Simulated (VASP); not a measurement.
Runs of VASP 6.6.1 on Sn. The structure is that of space group P6/mmm (No. 191), or close to it. The cells are those of the table. This isn't the form of Sn at room conditions, which is tetragonal (white tin).

```tsv
cell	k mesh	gap on the mesh (eV)	pressure (GPa)
a = 5.046, b = 5.046, c = 3.073 Å, angles 90.0, 90.0, 120.0°, 3 atoms	8 × 8 × 11	none	(a)
a = 5.121, b = 5.121, c = 3.118 Å, angles 90.0, 90.0, 120.0°, 3 atoms	8 × 8 × 11	none	6.5
a = 5.194, b = 5.194, c = 3.163 Å, angles 90.0, 90.0, 120.0°, 3 atoms	8 × 8 × 11	none	3.2
a = 5.468, b = 5.468, c = 3.330 Å, angles 90.0, 90.0, 120.0°, 3 atoms	8 × 8 × 11	none	-4.8
a = 5.402, b = 5.402, c = 3.290 Å, angles 90.0, 90.0, 120.0°, 3 atoms	8 × 8 × 11	none	-3.4
a = 5.335, b = 5.335, c = 3.249 Å, angles 90.0, 90.0, 120.0°, 3 atoms	8 × 8 × 11	none	(b)
a = 5.266, b = 5.266, c = 3.206 Å, angles 90.0, 90.0, 120.0°, 3 atoms	8 × 8 × 11	none	(c)
a = 5.266, b = 5.266, c = 3.206 Å, angles 90.0, 90.0, 120.0°, 3 atoms	7 × 7 × 10	none	0.1
```

Alike in all rows: task single point; level LDA; potentials or basis VASP PAW LDA potentials, release 64 (Sn_d); no spin polarisation; cutoff (eV) 520; smearing fermi-dirac 0.1 eV.

**Question.** Estimate the missing entries.

**Answer.** (a) 10.7; (b) -1.7; (c) 0.5.

Caveats: spin-orbit coupling is left out, which moves the levels of the heavy elements; the cell stands under pressure (at least some runs); the cell stands under tension (at least some runs).

A k mesh can miss the band edges, and the runs leave out spin-orbit coupling on Sn.

A gap of «none» marks levels without a gap at the run's occupations.
